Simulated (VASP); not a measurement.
# HfN (I4/mmm) in VASP: a series of runs, part 2 of 2

VASP 6.6.1. Earlier steps stand in the parts before.

## (3) Single point, r2SCAN (strain -0.0100 x Voigt [1, 1, 0, 0, 0, 0])

POSCAR

```
HfN
1.0
    0.0000000000      2.2364100000      2.2590000000
    2.2364100000      0.0000000000      2.2590000000
    2.2364100000      2.2364100000      0.0000000000
Hf N
1 1
Direct
    0.0000000000      0.0000000000      0.0000000000
    0.5000000000      0.5000000000      0.5000000000
```

INCAR.step1

```
ALGO = Normal
EDIFF = 1E-4
ENCUT = 520
GGA = PE
ISMEAR = 0
LASPH = T
LCHARG = F
LREAL = F
LWAVE = T
NBANDS = 14
NELM = 60
PREC = Accurate
SIGMA = 0.15
```

INCAR.step2

```
ALGO = Normal
EDIFF = 1E-7
ENCUT = 520
ISIF = 2
ISMEAR = 0
ISTART = 1
LASPH = T
LCHARG = F
LMIXTAU = T
LREAL = F
LWAVE = F
METAGGA = R2SCAN
NBANDS = 14
NELM = 60
PREC = Accurate
SIGMA = 0.15
```

KPOINTS

```
k-points
0
Gamma
  18 18 18
```

Potentials or basis: VASP PAW PBE potentials, release 64 (Hf_pv, N).

On the command line:

```sh
cat potpaw_PBE.64/Hf_pv/POTCAR potpaw_PBE.64/N/POTCAR > POTCAR
cp INCAR.step1 INCAR
mpirun -np 1 vasp_std > vasp.out
cp INCAR.step2 INCAR
mpirun -np 1 vasp_std > vasp.out
```

OUTCAR:

```text
EDIFF = 1E-7
   ENCUT = 520
   ISIF = 2
   ISMEAR = 0
   ISTART = 1
   LASPH = T
   LREAL = F
   METAGGA = R2SCAN
   NELM = 60
   PREC = Accurate

 ion  position               nearest neighbor table
   1  0.000  0.000  0.000-   2 2.24   2 2.24   2 2.24   2 2.24   2 2.26   2 2.26
   2  0.500  0.500  0.500-   1 2.24   1 2.24   1 2.24   1 2.24   1 2.26   1 2.26

  LATTYP: Found a body centered tetragonal cell.
 ALAT       =     3.1627613530
 C/A-ratio  =     1.4284985479

  Lattice vectors:

 A1 = (  -2.2364100000,   0.0000000000,   2.2590000000)
 A2 = (   2.2364100000,   0.0000000000,   2.2590000000)
 A3 = (   0.0000000000,   2.2364100000,  -2.2590000000)

Analysis of symmetry for initial positions (statically):
=====================================================================
 Subroutine PRICEL returns:
 Original cell was already a primitive cell.

 Routine SETGRP: Setting up the symmetry group for a
 body centered tetragonal supercell.

 Subroutine GETGRP returns: Found 16 space group operations
 (whereof 16 operations were pure point group operations)
 out of a pool of 16 trial point group operations.

The static configuration has the point symmetry D_4h.

Analysis of symmetry for dynamics (positions and initial velocities):
=====================================================================
 Subroutine PRICEL returns:
 Original cell was already a primitive cell.

 Routine SETGRP: Setting up the symmetry group for a
 body centered tetragonal supercell.

 Subroutine GETGRP returns: Found 16 space group operations
 (whereof 16 operations were pure point group operations)
 out of a pool of 16 trial point group operations.

The dynamic configuration has the point symmetry D_4h.

 Subroutine INISYM returns: Found 16 space group operations
 (whereof 16 operations are pure point group operations),
 and found     1 'primitive' translations

----------------------------------------------------------------------------------------

                                     Primitive cell

  volume of cell :      22.5969

  direct lattice vectors                    reciprocal lattice vectors
     0.000000000  2.236410000  2.259000000    -0.223572601  0.223572601  0.221336875
     2.236410000  0.000000000  2.259000000     0.223572601 -0.223572601  0.221336875
     2.236410000  2.236410000  0.000000000     0.223572601  0.223572601 -0.221336875

  length of vectors
     3.178775029  3.178775029  3.162761353     0.385952624  0.385952624  0.385952624

  position of ions in fractional coordinates (direct lattice)
     0.000000000  0.000000000  0.000000000
     0.500000000  0.500000000  0.500000000

  ion indices of the primitive-cell ions
   primitive index   ion index
                 1           1
                 2           2

----------------------------------------------------------------------------------------

 KPOINTS: k-points

Automatic generation of k-mesh.
 Grid dimensions read from file:
 generate k-points for:   18   18   18

 Generating k-lattice:

  Cartesian coordinates                     Fractional coordinates (reciprocal lattice)
    -0.012420700  0.012420700  0.012296493     0.055555556  0.000000000  0.000000000
     0.012420700 -0.012420700  0.012296493     0.000000000  0.055555556  0.000000000
     0.012420700  0.012420700 -0.012296493     0.000000000  0.000000000  0.055555556

  Length of vectors
     0.021441812  0.021441812  0.021441812

  Shift w.r.t. Gamma in fractional coordinates (k-lattice)
     0.000000000  0.000000000  0.000000000

 Subroutine IBZKPT returns following result:
 ===========================================

 Found    480 irreducible k-points:

 Following reciprocal coordinates:
            Coordinates               Weight
  0.000000  0.000000  0.000000      1.000000
  0.055556 -0.000000  0.000000      8.000000
  0.111111 -0.000000  0.000000      8.000000
  0.166667 -0.000000  0.000000      8.000000
  0.222222 -0.000000  0.000000      8.000000
  0.277778  0.000000  0.000000      8.000000
[... 16 lines left out ...]
 -0.277778  0.055556  0.000000      8.000000
 -0.222222  0.055556  0.000000      8.000000
 [... further k-points ...]
   k-points           NKPTS =    480   k-points in BZ     NKDIM =    480   number of bands    NBANDS=     14
   number of dos      NEDOS =    301   number of ions     NIONS =      2
   total plane-waves  NPLWV =  13824
   dimension x,y,z NGX =    24 NGY =   24 NGZ =   24
   dimension x,y,z NGXF=    48 NGYF=   48 NGZF=   48
   ions per type =               1   1
   NGX,Y,Z   is equivalent  to a cutoff of  12.55, 12.55, 12.62 a.u.
   NGXF,Y,Z  is equivalent  to a cutoff of  25.10, 25.10, 25.23 a.u.
 SYSTEM =  unknown system
   PREC   = accura    normal or accurate (medium, high low for compatibility)
   ISTART =      1    job   : 0-new  1-cont  2-samecut
   ICHARG =      0    charge: 1-file 2-atom 10-const
   ISPIN  =      1    spin polarized calculation?
   LNONCOLLINEAR =      F non collinear calculations
   LSORBIT =      F    spin-orbit coupling
   LASPH  =      T    aspherical Exc in radial PAW
   ENCUT  =  520.0 eV  38.22 Ry    6.18 a.u.   5.91  5.91  5.88*2*pi/ulx,y,z
   NELM   =     60;   NELMIN=  2; NELMDL=  0     # of ELM steps
   EDIFF  = 0.1E-06   stopping-criterion for ELM
   LREAL  =      F    real-space projection
   EDIFFG = 0.1E-05   stopping-criterion for IOM
   NSW    =      0    number of steps for IOM
   IBRION =     -1    ionic relax: 0-MD 1-quasi-New 2-CG
   NFREE  =      0    steps in history (QN), initial steepest desc. (CG)
   ISIF   =      2    stress and relaxation
   ISYM   =      2    0-nonsym 1-usesym 2-fastsym
   POTIM  = 0.5000    time-step for ionic-motion
   TEBEG  =    0.0;   TEEND  =   0.0 temperature during run
   PSTRESS=    0.0 pullay stress
   NELECT =      15.0000    total number of electrons
   NUPDOWN=      -1.0000    fix difference up-down
   EMIN   =  10.00;   EMAX   =-10.00  energy-range for DOS
   EFERMI =   0.00;   METHOD = LEGACY
   ISMEAR =     0;   SIGMA  =   0.15  broadening in eV -4-tet -1-fermi 0-gaus
   EFERMI_NEDOS =   21; number of points for ismear=-14 and -15
   IALGO  =     38    algorithm
   IMIX   =      4    mixing-type and parameters
     AMIX     =   0.40;   BMIX     =  1.00
     AMIX_MAG =   1.60;   BMIX_MAG =  1.00
  volume/ion in A,a.u.               =      11.30        76.25
  Fermi-wavevector in a.u.,A,eV,Ry     =   1.428090  2.698699 27.748277  2.039441
  Thomas-Fermi vector in A             =   2.548189
   LORBIT       =      0    0 simple, 1 ext, 2 COOP (PROOUT), +10 PAW based schemes
   METAGGA = R2SCAN    functional components
   LHFCALC =     F    Hartree Fock is set to
   AEXX    =    0.0000 exact exchange contribution
   IVDW    =     0    specifies the selected vdW correction
   LEPSILON=     F    determine dielectric tensor
   LRPA    =     F    only Hartree local field effects (RPA)
 non-spin polarized calculation
 Gauss-broadening in eV      SIGMA  =   0.15
  energy-cutoff  :      520.00
  volume of cell :       22.60
 maximum number of plane-waves:       620
   NGX = 11   NGY = 11   NGZ = 11

 number of electron      15.0000001 magnetization

 Free energy of the ion-electron system (eV)
  ---------------------------------------------------
  ext. energy  EPLUGINS =         0.00000000
  ---------------------------------------------------
  free energy    TOTEN  =       -58.23032187 eV

  energy without entropy =      -58.22355675  energy(sigma->0) =      -58.22693931

 E-fermi :   8.7024     XC(G=0): -13.6806

 val. band max:        8.7015353796   @ k =  -0.2222   0.2222   0.1111
 cond. band min:       8.7036626956   @ k =   0.4444   0.2222   0.1111
 fundamental gap:      0.0021273160
 Fermi energy:         8.7024460325

 k-point     1 :       0.0000    0.0000    0.0000
  band No.  band energies     occupation
      1     -23.7505      2.00000
      2     -23.7388      2.00000
      3     -23.7388      2.00000
      4     -10.1122      2.00000
      5       5.2252      2.00000
      6       5.2743      2.00000
      7       5.2743      2.00000
      8       8.2842      1.99992
      9       8.4029      1.99526
     10       8.4029      1.99526
     11      10.5947      0.00000
     12      10.8467      0.00000
     13      11.0775      0.00000
     14      18.8115      0.00000
[... 375 lines left out ...]
 k-point    24 :      -0.2222    0.0556    0.0000
  band No.  band energies     occupation
      1     -24.2672      2.00000
      2     -23.8274      2.00000
      3     -23.7631      2.00000
      4      -8.8617      2.00000
      5       1.8210      2.00000
      6       3.0753      2.00000
      7       3.4470      2.00000
      8       9.1816      0.00001
      9       9.7495      0.00000
     10      10.6145      0.00000
     11      12.8026      0.00000
     12      14.4918      0.00000
     13      14.8599      0.00000
     14      19.7909      0.00000

 [... further k-points ...]
[... 5 lines left out ...]
  --------------------------------------------------------------------------------------
  -------------------------------------------------------------------------------------
  Total        0.9219334      0.9219334      0.1830934      0.0000000     -0.0000000      0.0000000
  in kB       65.3673734     65.3673734     12.9817808      0.0000000     -0.0000000      0.0000000
  external PRESSURE =      47.9055092 kB  Pullay stress =       0.0000000 kB

 VOLUME and BASIS-vectors are now :
 -----------------------------------------------------------------------------
  energy-cutoff  :      520.00
  volume of cell :       22.60
      direct lattice vectors                 reciprocal lattice vectors
     0.000000000  2.236410000  2.259000000    -0.223572601  0.223572601  0.221336875
     2.236410000  0.000000000  2.259000000     0.223572601 -0.223572601  0.221336875
     2.236410000  2.236410000  0.000000000     0.223572601  0.223572601 -0.221336875

 POSITION                                       TOTAL-FORCE (eV/Angst)
 -----------------------------------------------------------------------------------
      0.00000      0.00000      0.00000        -0.000000      0.000000      0.000000
      2.23641      2.23641      2.25900         0.000000     -0.000000      0.000000
 -----------------------------------------------------------------------------------
    total drift:                                0.000000     -0.000000     -0.000000

  FREE ENERGIE OF THE ION-ELECTRON SYSTEM (eV)
  ---------------------------------------------------
  free  energy   TOTEN  =       -58.2303218659 eV

  energy  without entropy=      -58.2235567511  energy(sigma->0) =      -58.22693931
```

OSZICAR.step1:

```text
N       E                     dE             d eps       ncg     rms          rms(c)
DAV:   1     0.384423396796E+02    0.38442E+02   -0.78590E+03 13480   0.101E+03
DAV:   2    -0.227615367539E+02   -0.61204E+02   -0.57407E+02 17586   0.237E+02
DAV:   3    -0.247344347916E+02   -0.19729E+01   -0.19635E+01 15652   0.351E+01
DAV:   4    -0.247415562589E+02   -0.71215E-02   -0.71197E-02 15954   0.243E+00
DAV:   5    -0.247416000762E+02   -0.43817E-04   -0.43816E-04 15578   0.162E-01    0.511E+01
DAV:   6    -0.218325262607E+02    0.29091E+01   -0.81196E+00 14958   0.223E+01    0.431E+01
DAV:   7    -0.217632150555E+02    0.69311E-01   -0.45207E-01 17178   0.601E+00    0.270E+01
DAV:   8    -0.217426947862E+02    0.20520E-01   -0.93398E-02 15726   0.267E+00    0.585E+00
DAV:   9    -0.217378071908E+02    0.48876E-02   -0.13752E-02 15144   0.946E-01    0.195E+00
DAV:  10    -0.217377145769E+02    0.92614E-04   -0.10238E-03 17942   0.311E-01    0.422E-01
DAV:  11    -0.217376843684E+02    0.30208E-04   -0.67774E-05  9020   0.846E-02
   1 F= -.21737684E+02 E0= -.21734152E+02  d E =-.706465E-02
```

It took 7 min on 1 thread of Intel Xeon Platinum 8259CL at 2.50GHz (Skylake/Cascade Lake), shared host; peak memory 0.28 GiB.

What came out:

```yaml
Free_energy: -58.2303 eV
Pressure: 4.8 GPa
Band_gap_on_the_k_mesh: zero (an odd number of electrons rules out a gap without spin polarisation)
```

Caveat: the cell differs from its parent crystal (strain -0.0100 x Voigt [1, 1, 0, 0, 0, 0]); the stress differs along the axes, from 1 to 7 GPa; the PAW data sets were made with another functional, which shifts forces and pressure a little; spin-orbit coupling is left out, which moves the levels of the heavy elements; an odd number of electrons without spin polarisation forces a metal; a magnetic or distorted state may lie lower.
